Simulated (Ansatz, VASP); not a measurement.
## WSe2: VASP beside Ansatz

```
CELL_PARAMETERS angstrom
3.27110 0.00000 0.00000
-1.63555 2.83285 0.00000
0.00000 0.00000 13.22368
ATOMIC_POSITIONS crystal
W 0.66667 0.33333 0.75000
W 0.33333 0.66667 0.25000
Se 0.33333 0.66667 0.87661
Se 0.66667 0.33333 0.37661
Se 0.33333 0.66667 0.62339
Se 0.66667 0.33333 0.12339
```

Alike in both runs: functional PBEsol; k mesh 12 × 12 × 2; occupations gaussian, width 0.02 eV; no spin polarisation.

Ansatz relaxed the structure, and its values are those at the end. VASP's run is a single point on that final structure, the one shown.

```csv
,VASP,Ansatz
version,VASP 6.6.1,Ansatz 0.2.0
potentials or method,"VASP PAW PBE potentials, release 64 (W_sv, Se), cutoff 520 eV","scalar-relativistic, plane waves, PAW"
valence electrons in the cell,52,92
```

```tsv
	VASP	Ansatz	Ansatz less VASP
gap on the k mesh at the Fermi level (eV)	1.04	1.04	+0.005
least direct gap on the mesh (eV)	1.59	1.60	+0.004
pressure (GPa)	0.4	0.0	-0.42
rms of the force components (eV/Å)	0.028	0.000	-0.0283
```

VASP's potentials were made for PBE, not for PBEsol. With one functional, cell and mesh, what is left measures potentials, basis and numerics. VASP's potentials hold 52 valence electrons a cell and Ansatz's 92, so a difference there can come from the potentials and not from the codes.

Neither program's run includes spin-orbit coupling.
